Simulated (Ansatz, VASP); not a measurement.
# One calculation of Al2O3, two programs

```
Al O
1.0
     2.41157    1.39232    4.38887
    -2.41157    1.39232    4.38887
     0.00000   -2.78464    4.38887
Al O
4 6
Direct
  0.85216 0.85216 0.85216
  0.64784 0.64784 0.64784
  0.14784 0.14784 0.14784
  0.35216 0.35216 0.35216
  0.05668 0.75000 0.44332
  0.75000 0.44332 0.05668
  0.44332 0.05668 0.75000
  0.94332 0.25000 0.55668
  0.25000 0.55668 0.94332
  0.55668 0.94332 0.25000
```

Alike in both runs: task single point; functional b88 exchange, pbe correlation; k mesh 7 × 7 × 7; occupations fermi-dirac, width 0.05 eV; no spin polarisation.

|  | VASP | Ansatz |
| --- | --- | --- |
| version | VASP 6.6.1 | Ansatz 0.2.0 |
| potentials or method | VASP PAW PBE potentials, release 64 (Al, O) | Ansatz PAW |
| plane-wave cutoff (eV) | 600 | 420 |
| valence electrons in the cell | 48 | 48 |

|  | VASP | Ansatz | Ansatz less VASP |
| --- | --- | --- | --- |
| gap on the k mesh at the Fermi level (eV) | 5.77 | 5.77 | 0.000 |
| least direct gap on the mesh (eV) | 5.77 | 5.77 | 0.000 |
| pressure (GPa) | -2.7 | -2.1 | +0.65 |
| traceless stress, the component that is largest in VASP (GPa) | 0.09 | 0.11 | +0.018 |
| rms of the force components (eV/Å) | 0.031 | 0.029 | -0.0020 |

VASP's potentials were made for PBE, not for b88 exchange, pbe correlation. Atom by atom the forces differ by 0.002 eV/Å (rms over components). With one functional, cell and mesh, what is left measures potentials, basis and numerics.

Noted on Ansatz's run: odd divisions of the mesh miss points on the zone boundary, where band edges often lie, so the gap on the mesh can be too wide.
